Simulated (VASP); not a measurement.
Write the native input for VASP 6.6.1 that does the following.

- Task: single point
- Functional: PBEsol
- Potentials or basis: VASP PAW PBE potentials, release 64 (Mo_sv, S)
- Cutoff: 520 eV
- k mesh: 6 × 6 × 3
- Occupations: methfessel-paxton, width 0.1 eV
- Spin: no spin polarisation
- Dipole correction: no
- Further INCAR settings: ALGO = Normal; EDIFF = 1e-06; NBANDS = 20

The structure of MoS2 lies in POSCAR:

```
MoS2
1.0
    3.2327099600      0.0408178038      0.0029649251
   -1.5810062611      2.8080445344      0.0062603994
    0.0057896173      0.0174790350      6.4380043791
Mo S
1 2
Direct
    0.0064100000      0.9986900000      0.4964200000
    0.3317800000      0.6689500000      0.2568600000
    0.6718800000      0.3327600000      0.7465300000
```

These files were run (other wordings do the same):

INCAR

```
SYSTEM = MoS2
PREC = Accurate
ENCUT = 520
EDIFF = 1E-6
ISMEAR = 1
SIGMA = 0.1
LREAL = .False.
LASPH = .True.
NELM = 100
ALGO = Normal
ISIF = 2
LWAVE = .False.
LCHARG = .False.
GGA = PS
NBANDS = 20
```

KPOINTS

```
Automatic mesh
0
Gamma
  6 6 3
  0 0 0
```

Potentials or basis: VASP PAW PBE potentials, release 64 (Mo_sv, S).

Launch:

```console
$ cat potpaw_PBE.64/Mo_sv/POTCAR potpaw_PBE.64/S/POTCAR > POTCAR
$ mpirun -np 1 vasp_std > vasp.out
```

Results of the run:

The pressure is -7.3 GPa, the largest force is 0.969 eV/Å and the band gap on the k mesh is zero (band 13 reaches 7.01 eV, above the bottom of band 14 at 6.11 eV).

Caveat: the k points lie up to 0.37 Å⁻¹ apart; the PAW data sets were made with another functional, which shifts forces and pressure a little.

Run time: 82 s on 1 thread of Intel Xeon 8259CL, on a shared host, peak memory 0.21 GiB.
